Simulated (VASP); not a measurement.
Wanted: the native input for a VASP 6.6.1 run.

```yaml
Task: single point
Functional: PBE
Dispersion: D3(BJ)
Potentials_or_basis: VASP PAW PBE potentials, release 64 (Sb)
Cutoff: 520 eV
k_mesh: 9 × 9 × 5
Occupations: fermi-dirac, width 0.05 eV
Spin: no spin polarisation
Dipole_correction: no
Further_INCAR_settings: ALGO = Normal; EDIFF = 1e-06; NBANDS = 12
```

The structure of Sb lies in POSCAR:

```
Sb
1.0
    3.3271192485      0.0000000000      0.0000000000
   -1.6635596242      2.8813697906      0.0000000000
    0.0000000000      0.0000000000      5.4105428319
Sb
2
Direct
    0.6666666667      0.3333333333      0.7500000000
    0.3333333333      0.6666666667      0.2500000000
```

These files were run (other wordings do the same):

INCAR

```
  PREC = Accurate
  ENCUT = 520
  EDIFF = 1E-6
  ISMEAR = -1
  SIGMA = 0.05
  LREAL = False
  LASPH = True
  NELM = 80
  ALGO = Normal
  ISIF = 2
  LWAVE = False
  LCHARG = False
  GGA = PE
  IVDW = 12
  NBANDS = 12
```

KPOINTS

```
regular mesh
0
Gamma
  9 9 5
```

Potentials or basis: VASP PAW PBE potentials, release 64 (Sb).

Launch:

```bash
$ cat potpaw_PBE.64/Sb/POTCAR > POTCAR
$ mpirun -np 1 vasp_std > vasp.out
```

Results of the run:

The pressure is -0.1 GPa, the band gap on the k mesh is zero (band 5 reaches 13.31 eV, above the bottom of band 6 at 6.16 eV) and the dispersion energy per atom is -0.545 eV.

Caveat: spin-orbit coupling is left out, which moves the levels of the heavy elements; pairwise dispersion overbinds metals, which lowers pressure and volume.

Run time: 9.1 s on 1 thread of Intel(R) Xeon(R) 6975P-C (Granite Rapids), on a shared host, peak memory 0.19 GiB.
